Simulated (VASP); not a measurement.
# TlRuO3 (R-3m) in VASP: single point with LDA

Aim: the single point of TlRuO3 with LDA.

All numbers are computed with VASP 6.6.1; they aren't measurements. Logs are shortened: lines on timing, memory, paths and dates and some standing lists are left out, and cuts for length are marked.

## (1) The cell of the first run

Symmetry: R-3m, No. 166, trigonal system. Conventional cell: a = 5.530 Å, b = 5.530 Å, c = 20.775 Å, α = 90.00°, β = 90.00°, γ = 120.00°. Tl (site symmetry -3m) has 12 O at 2.75 to 2.77 Å and 6 Ru at 3.27 Å within 3.6 Å. Tl (site symmetry 3m) has 12 O at 2.67 to 2.88 Å and 7 Ru at 3.10 to 3.62 Å and 6 Tl at 3.84 to 3.99 Å within 4.0 Å. Ru (site symmetry -3m) has 6 O at 2.06 Å and 2 Ru at 2.76 Å within 2.8 Å. Ru (site symmetry 3m) has 6 O at 1.74 to 2.35 Å within 2.4 Å. O (site symmetry 2/m) has 2 Ru at 1.74 Å within 2.3 Å. Within 3.0 Å of O (site symmetry m) lie 2 Ru at 2.06 to 2.35 Å and 8 O at 2.58 to 2.95 Å and 4 Tl at 2.67 to 2.77 Å.

## (2) Single point, LDA

Input file INCAR:

```
PREC = Accurate
ENCUT = 520
EDIFF = 1E-6
ISMEAR = -1
SIGMA = 0.1
LREAL = Auto
LASPH = T
NELM = 100
ALGO = Normal
ISIF = 2
LWAVE = F
LCHARG = F
NBANDS = 80
LUSENCCL = F
```

Input file KPOINTS:

```
regular mesh
0
Gamma
  6 6 6
```

Input file POSCAR:

```
TlRuO3
1.0
    2.7651042800      4.7892993900      0.0000000000
   -2.7651042800      4.7892993900      0.0000000000
    0.0000000000     -3.1928655900      6.9250121500
Tl Ru O
3 3 9
Direct
    0.0000000000      0.0000000000      0.0000000000
    0.2180000000      0.2180000000      0.6540000000
    0.7820000000      0.7820000000      0.3460000000
    0.5000000000      0.5000000000      0.5000000000
    0.3670000000      0.3670000000      0.1010000000
    0.6330000000      0.6330000000      0.8990000000
    0.5000000000      0.5000000000      0.0000000000
    0.0000000000      0.5000000000      0.0000000000
    0.5000000000      0.0000000000      0.0000000000
    0.7335000000      0.1995000000      0.6665000000
    0.7335000000      0.7335000000      0.6665000000
    0.1995000000      0.7335000000      0.6665000000
    0.2665000000      0.8005000000      0.3335000000
    0.8005000000      0.2665000000      0.3335000000
    0.2665000000      0.2665000000      0.3335000000
```

Potentials or basis: VASP PAW LDA potentials, release 64 (Tl_d, Ru_pv, O).

Launch:

```console
cat potpaw_LDA.64/Tl_d/POTCAR potpaw_LDA.64/Ru_pv/POTCAR potpaw_LDA.64/O/POTCAR > POTCAR
mpirun -np 1 vasp_std > vasp.out
```

OUTCAR:

```text
PREC = Accurate
   ENCUT = 520
   EDIFF = 1E-6
   ISMEAR = -1
   LREAL = Auto
   LASPH = T
   NELM = 100
   ISIF = 2

 ion  position               nearest neighbor table
   1  0.000  0.000  0.000-  11 2.75  15 2.75  12 2.75  13 2.75  14 2.75  10 2.75   8 2.77   9 2.77
                             8 2.77   9 2.77   7 2.77   7 2.77   5 3.27   6 3.27   6 3.27   5 3.27
   2  0.218  0.218  0.654-  15 2.67  14 2.67  13 2.67  12 2.77  10 2.77  12 2.77  10 2.77  11 2.77
                            11 2.77   7 2.88   9 2.88   8 2.88   5 3.10   4 3.37   4 3.37   4 3.37
   3  0.782  0.782  0.346-  11 2.67  10 2.67  12 2.67  13 2.77  14 2.77  14 2.77  13 2.77  15 2.77
                            15 2.77   7 2.88   9 2.88   8 2.88   6 3.10   4 3.37   4 3.37   4 3.37
   4  0.500  0.500  0.500-  11 2.06  15 2.06  12 2.06  13 2.06  14 2.06  10 2.06   5 2.76   6 2.76
                             2 3.37   3 3.37   2 3.37   2 3.37   3 3.37   3 3.37
   5  0.367  0.367  0.101-   7 1.74   8 1.74   9 1.74  15 2.35  14 2.35  13 2.35   4 2.76   2 3.10
                             1 3.27   1 3.27   1 3.27   3 3.62   3 3.62   3 3.62
   6  0.633  0.633  0.899-   7 1.74   8 1.74   9 1.74  11 2.35  10 2.35  12 2.35   4 2.76   3 3.10
                             1 3.27   1 3.27   1 3.27   2 3.62   2 3.62   2 3.62
   7  0.500  0.500  0.000-   5 1.74   6 1.74   1 2.77   1 2.77   2 2.88   3 2.88
   8  0.000  0.500  0.000-   5 1.74   6 1.74   1 2.77   1 2.77   3 2.88   2 2.88
   9  0.500  0.000  0.000-   5 1.74   6 1.74   1 2.77   1 2.77   3 2.88   2 2.88
  10  0.733  0.200  0.666-   4 2.06   6 2.35   3 2.67   1 2.75   2 2.77   2 2.77
  11  0.733  0.733  0.666-   4 2.06   6 2.35   3 2.67   1 2.75   2 2.77   2 2.77
  12  0.200  0.733  0.666-   4 2.06   6 2.35   3 2.67   1 2.75   2 2.77   2 2.77
  13  0.267  0.800  0.334-   4 2.06   5 2.35   2 2.67   1 2.75   3 2.77   3 2.77
  14  0.800  0.267  0.334-   4 2.06   5 2.35   2 2.67   1 2.75   3 2.77   3 2.77
  15  0.267  0.267  0.334-   4 2.06   5 2.35   2 2.67   1 2.75   3 2.77   3 2.77

  LATTYP: Found a trigonal (rhomboedric) cell.
 ALAT       =     7.6256275699
 COS(alpha) =     0.7370326421

  Lattice vectors:

 A1 = (   2.7651042800,   1.5964338000,   6.9250121500)
 A2 = (  -2.7651042800,   1.5964338000,   6.9250121500)
 A3 = (   0.0000000000,  -3.1928655900,   6.9250121500)

Analysis of symmetry for initial positions (statically):
=====================================================================
 Subroutine PRICEL returns:
 Original cell was already a primitive cell.

 Routine SETGRP: Setting up the symmetry group for a
 trigonal (rhombohedral) supercell.

 Subroutine GETGRP returns: Found 12 space group operations
 (whereof 12 operations were pure point group operations)
 out of a pool of 12 trial point group operations.

The static configuration has the point symmetry D_3d.

Analysis of symmetry for dynamics (positions and initial velocities):
=====================================================================
 Subroutine PRICEL returns:
 Original cell was already a primitive cell.

 Routine SETGRP: Setting up the symmetry group for a
 trigonal (rhombohedral) supercell.

 Subroutine GETGRP returns: Found 12 space group operations
 (whereof 12 operations were pure point group operations)
 out of a pool of 12 trial point group operations.

The dynamic configuration has the point symmetry D_3d.

 Subroutine INISYM returns: Found 12 space group operations
 (whereof 12 operations are pure point group operations),
 and found     1 'primitive' translations

----------------------------------------------------------------------------------------

                                     Primitive cell

  volume of cell :     183.4147

  direct lattice vectors                    reciprocal lattice vectors
     2.765104280  4.789299390  0.000000000     0.180825007  0.104399404  0.048134683
    -2.765104280  4.789299390  0.000000000    -0.180825007  0.104399404  0.048134683
     0.000000000 -3.192865590  6.925012150     0.000000000 -0.000000000  0.144404079

  length of vectors
     5.530207078  5.530207078  7.625626791     0.214275211  0.214275211  0.144404079

  position of ions in fractional coordinates (direct lattice)
     0.000000000  0.000000000  0.000000000
     0.218000000  0.218000000  0.654000000
     0.782000000  0.782000000  0.346000000
     0.500000000  0.500000000  0.500000000
     0.367000000  0.367000000  0.101000000
     0.633000000  0.633000000  0.899000000
     0.500000000  0.500000000  0.000000000
     0.000000000  0.500000000  0.000000000
     0.500000000  0.000000000  0.000000000
     0.733500000  0.199500000  0.666500000
[... 47 lines left out ...]

 Found     32 irreducible k-points:

 Following reciprocal coordinates:
            Coordinates               Weight
  0.000000  0.000000  0.000000      1.000000
  0.166667  0.000000  0.000000      6.000000
  0.333333  0.000000  0.000000      6.000000
  0.500000  0.000000  0.000000      3.000000
  0.166667  0.166667  0.000000      6.000000
  0.333333  0.166667  0.000000     12.000000
[... 16 lines left out ...]
  0.333333  0.333333  0.166667      6.000000
  0.500000  0.333333  0.166667     12.000000
 [... further k-points ...]
   k-points           NKPTS =     32   k-points in BZ     NKDIM =     32   number of bands    NBANDS=     80
   number of dos      NEDOS =    301   number of ions     NIONS =     15
   total plane-waves  NPLWV = 105840
   dimension x,y,z NGX =    42 NGY =   42 NGZ =   60
   dimension x,y,z NGXF=    84 NGYF=   84 NGZF=  120
   ions per type =               3   3   9
   NGX,Y,Z   is equivalent  to a cutoff of  12.63, 12.63, 13.08 a.u.
   NGXF,Y,Z  is equivalent  to a cutoff of  25.25, 25.25, 26.16 a.u.
 SYSTEM =  unknown system
   PREC   = accura    normal or accurate (medium, high low for compatibility)
   ISTART =      0    job   : 0-new  1-cont  2-samecut
   ICHARG =      2    charge: 1-file 2-atom 10-const
   ISPIN  =      1    spin polarized calculation?
   LNONCOLLINEAR =      F non collinear calculations
   LSORBIT =      F    spin-orbit coupling
   LASPH  =      T    aspherical Exc in radial PAW
   ENCUT  =  520.0 eV  38.22 Ry    6.18 a.u.  10.28 10.28 14.18*2*pi/ulx,y,z
   NELM   =    100;   NELMIN=  2; NELMDL= -5     # of ELM steps
   EDIFF  = 0.1E-05   stopping-criterion for ELM
   LREAL  =      T    real-space projection
   EDIFFG = 0.1E-04   stopping-criterion for IOM
   NSW    =      0    number of steps for IOM
   IBRION =     -1    ionic relax: 0-MD 1-quasi-New 2-CG
   NFREE  =      0    steps in history (QN), initial steepest desc. (CG)
   ISIF   =      2    stress and relaxation
   ISYM   =      2    0-nonsym 1-usesym 2-fastsym
   POTIM  = 0.5000    time-step for ionic-motion
   TEBEG  =    0.0;   TEEND  =   0.0 temperature during run
   PSTRESS=    0.0 pullay stress
   NELECT =     135.0000    total number of electrons
   NUPDOWN=      -1.0000    fix difference up-down
   EMIN   =  10.00;   EMAX   =-10.00  energy-range for DOS
   EFERMI =   0.00;   METHOD = LEGACY
   ISMEAR =    -1;   SIGMA  =   0.10  broadening in eV -4-tet -1-fermi 0-gaus
   EFERMI_NEDOS =   21; number of points for ismear=-14 and -15
   IALGO  =     38    algorithm
   IMIX   =      4    mixing-type and parameters
     AMIX     =   0.40;   BMIX     =  1.00
     AMIX_MAG =   1.60;   BMIX_MAG =  1.00
  volume/ion in A,a.u.               =      12.23        82.52
  Fermi-wavevector in a.u.,A,eV,Ry     =   1.478114  2.793231 29.726314  2.184822
  Thomas-Fermi vector in A             =   2.592435
   LORBIT       =      0    0 simple, 1 ext, 2 COOP (PROOUT), +10 PAW based schemes
   GGA     = CA    functional components
   LHFCALC =     F    Hartree Fock is set to
   AEXX    =    0.0000 exact exchange contribution
   IVDW    =     0    specifies the selected vdW correction
   LEPSILON=     F    determine dielectric tensor
   LRPA    =     F    only Hartree local field effects (RPA)
 non-spin polarized calculation
  energy-cutoff  :      520.00
  volume of cell :      183.41
 maximum number of plane-waves:      4961
 NGX is ok and might be reduce to    42
   NGX = 21   NGY = 21   NGZ = 29

 number of electron     134.9999999 magnetization

 Free energy of the ion-electron system (eV)
  ---------------------------------------------------
  ext. energy  EPLUGINS =         0.00000000
  ---------------------------------------------------
  free energy    TOTEN  =       -98.52506972 eV

  energy without entropy =      -98.18031408  energy(sigma->0) =      -98.35269190

 E-fermi :   6.6886     XC(G=0): -12.3316

 val. band max:        6.6883759641   @ k =   0.3333   0.1667   0.3333
 cond. band min:       6.6887504571   @ k =   0.3333   0.1667   0.0000
 fundamental gap:      0.0003744930
 Fermi energy:         6.6886375282

 k-point     1 :       0.0000    0.0000    0.0000
  band No.  band energies     occupation
      1     -38.2257      2.00000
      2     -38.2257      2.00000
      3     -38.1663      2.00000
      4     -38.1663      2.00000
      5     -37.7758      2.00000
      6     -37.7699      2.00000
[... 1957 lines left out ...]
     78      10.5468      0.00000
     79      11.0818      0.00000

 [... further k-points ...]

 [bands above 79 left out]

------------------------ aborting loop because EDIFF is reached ----------------------------------------

  FORCE on cell =-STRESS in cart. coord.  units (eV):
  Direction    XX          YY          ZZ          XY          YZ          ZX
  --------------------------------------------------------------------------------------
  -------------------------------------------------------------------------------------
  Total        9.8631176      9.8631106     -6.6639607      0.0000000     -0.0000006      0.0000000
  in kB       86.1570379     86.1569763    -58.2115249      0.0000000     -0.0000056      0.0000000
  external PRESSURE =      38.0341631 kB  Pullay stress =       0.0000000 kB

 VOLUME and BASIS-vectors are now :
 -----------------------------------------------------------------------------
  energy-cutoff  :      520.00
  volume of cell :      183.41
      direct lattice vectors                 reciprocal lattice vectors
     2.765104280  4.789299390  0.000000000     0.180825007  0.104399404  0.048134683
    -2.765104280  4.789299390  0.000000000    -0.180825007  0.104399404  0.048134683
     0.000000000 -3.192865590  6.925012150     0.000000000 -0.000000000  0.144404079

 POSITION                                       TOTAL-FORCE (eV/Angst)
 -----------------------------------------------------------------------------------
      0.00000      0.00000      0.00000         0.000000     -0.000000     -0.000000
      0.00000      0.00000      4.52896         0.000000     -0.000000     -1.544304
      0.00000      6.38573      2.39605         0.000000      0.000000      1.544304
      0.00000      3.19287      3.46251         0.000000     -0.000000     -0.000000
      0.00000      3.19287      0.69943         0.000000      0.000001      8.741118
      0.00000      3.19287      6.22559         0.000000     -0.000001     -8.741118
      0.00000      4.78930      0.00000         0.000000     -0.000000     -0.000000
     -1.38255      2.39465      0.00000         0.000000     -0.000000     -0.000000
      1.38255      2.39465      0.00000         0.000000     -0.000000     -0.000000
      1.47657      2.34037      4.61552        -2.841960      1.640806      0.115702
      0.00000      4.89786      4.61552         0.000000     -3.281611      0.115702
     -1.47657      2.34037      4.61552         2.841960      1.640806      0.115702
     -1.47657      4.04536      2.30949         2.841960     -1.640806     -0.115702
      1.47657      4.04536      2.30949        -2.841960     -1.640806     -0.115702
      0.00000      1.48788      2.30949         0.000000      3.281611     -0.115702
 -----------------------------------------------------------------------------------
    total drift:                                0.000000     -0.000000     -0.000000

  FREE ENERGIE OF THE ION-ELECTRON SYSTEM (eV)
  ---------------------------------------------------
  free  energy   TOTEN  =       -98.5250697225 eV

  energy  without entropy=      -98.1803140799  energy(sigma->0) =      -98.35269190
```

Run time: 4.4 min. Hardware: 1 × NVIDIA H100 80GB with 1 thread of AMD EPYC 7R13 (Zen 3), shared host; peak memory 1.5 GiB.

Results:

```
Free energy            : -98.5251 eV
Pressure               : 3.8 GPa
Largest force          : 8.741 eV/Å
Band gap on the k mesh : zero (an odd number of electrons rules out a gap without spin polarisation)
```

Forces on the atoms (eV/Å):
```
Tl   0.000  0.000  0.000
Tl   0.000  0.000 -1.544
Tl   0.000  0.000  1.544
Ru   0.000  0.000  0.000
Ru   0.000  0.000  8.741
Ru   0.000  0.000 -8.741
O    0.000  0.000  0.000
O    0.000  0.000  0.000
O    0.000  0.000  0.000
O   -2.842  1.641  0.116
O    0.000 -3.282  0.116
O    2.842  1.641  0.116
O    2.842 -1.641 -0.116
O   -2.842 -1.641 -0.116
O    0.000  3.282 -0.116
```

Caveat: the cell stands under pressure; spin-orbit coupling is left out, which moves the levels of the heavy elements; an odd number of electrons without spin polarisation forces a metal; a magnetic or distorted state may lie lower.
